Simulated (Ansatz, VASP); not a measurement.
## One calculation of AlN, two programs

POSCAR

```
AlN
1.0
    0.8539684525      2.6839008507      2.6839008507
    2.6839008507      0.8539684525      2.6839008507
    2.6839008507      2.6839008507      0.8539684525
Al N
1 1
Direct
    0.0000000000      0.0000000000      0.0000000000
    0.7500000000      0.7500000000      0.7500000000
```

INCAR.step1

```
PREC = Accurate
ENCUT = 520
ISMEAR = 0
SIGMA = 0.05
LREAL = False
LASPH = True
NELM = 100
NBANDS = 11
GGA = PE
ALGO = Normal
EDIFF = 1E-4
LWAVE = True
LCHARG = False
```

File INCAR.step2:

```
PREC = Accurate
ENCUT = 520
EDIFF = 1E-6
ISMEAR = 0
SIGMA = 0.05
LREAL = False
LASPH = True
NELM = 100
ALGO = Normal
ISIF = 2
LWAVE = False
LCHARG = False
METAGGA = R2SCAN
LMIXTAU = True
NBANDS = 11
ISTART = 1
```

The input KPOINTS:

```
Automatic mesh
0
Gamma
  10 10 10
```

Input for Ansatz:

```yaml
crystal:
  lattice:
    - [0.8539684525, 2.6839008507, 2.6839008507]
    - [2.6839008507, 0.8539684525, 2.6839008507]
    - [2.6839008507, 2.6839008507, 0.8539684525]
  atoms:
    - { symbol: Al, position: [0.0, 0.0, 0.0] }
    - { symbol: "N", position: [0.75, 0.75, 0.75] }
basis:
  ecutwfc: 500
kpoints:
  mp_grid: { grid: [10, 10, 10] }
hamiltonian:
  xc: r2scan
scf:
  occupations: { method: gaussian, width: 0.05 }
output:
  forces: true
  stress: true
  eigenvalues: true
```

Alike in both runs: task single point; functional r2SCAN; k mesh 10 × 10 × 10; occupations gaussian, width 0.05 eV; no spin polarisation.

```csv
,VASP,Ansatz
version,VASP 6.6.1,Ansatz 0.2.0
potentials or method,"VASP PAW PBE potentials, release 64 (Al, N), cutoff 520 eV","scalar-relativistic, plane waves, PAW"
valence electrons in the cell,8,8
```

Ansatz gave:

- gap on the k mesh at the Fermi level (eV): none
- rms of the force components (eV/Å): 0.136

Question: Which values does VASP return?

Answer: gap on the k mesh at the Fermi level (eV): none; rms of the force components (eV/Å): 0.084.

VASP's potentials were made for PBE, not for r2SCAN. Atom by atom the forces differ by 0.052 eV/Å (rms over components). A gap of «none» marks a metal or a gap that the smearing closes. The functional is the same, so the differences come from potentials, cutoffs and numerics.
